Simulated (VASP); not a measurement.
Ni:

```
CELL_PARAMETERS angstrom
0.00000 2.45346 2.45346
2.45346 0.00000 2.45346
2.45346 2.45346 0.00000
ATOMIC_POSITIONS crystal
Ni 0.12500 0.12500 0.12500
Ni 0.87500 0.87500 0.87500
```

This isn't the form of Ni at room conditions, which is fcc.

```yaml
Program: VASP 6.6.1
Task: relaxation of cell and atoms
Functional: RPBE
Potentials_or_basis: VASP PAW PBE potentials, release 64 (Ni)
Cutoff: 600 eV
k_mesh: 11 × 11 × 11
Occupations: fermi-dirac, width 0.05 eV
Spin: collinear spin, antiferromagnetic start
Starting_moments: "[0.8, -0.8] μB"
```

At the start: pressure 16.8 GPa; volume 14.77 Å³/atom.

Problem. How do energy, volume and symmetry change on relaxing?

Solution. Over 3 steps the energy falls by 107.9 meV/atom and the volume is 17.13 Å³/atom (+16.0 %); space group Fd-3m (No. 227, to 0.1 Å) before and after; moment 0.00 μB per cell.

The path:
| step | energy change (eV) | largest force (eV/Å) | pressure (GPa) | volume (Å³) |
| --- | --- | --- | --- | --- |
| 1 | 0.0000 | 0.0000 | 16.76 | 29.54 |
| 2 | -0.1810 | 0.0000 | -4.44 | 36.65 |
| 3 | -0.2157 | 0.0000 | 0.09 | 34.26 |

Final structure:
```
Ni
1.0
     0.00000    2.57786    2.57786
     2.57786    0.00000    2.57786
     2.57786    2.57786    0.00000
Ni
2
Direct
  0.12500 0.12500 0.12500
  0.87500 0.87500 0.87500
```

Caveat: the volume moved by over 15 % at a fixed basis, so the end points are rough; the PAW data sets were made with another functional, which shifts forces and pressure a little.
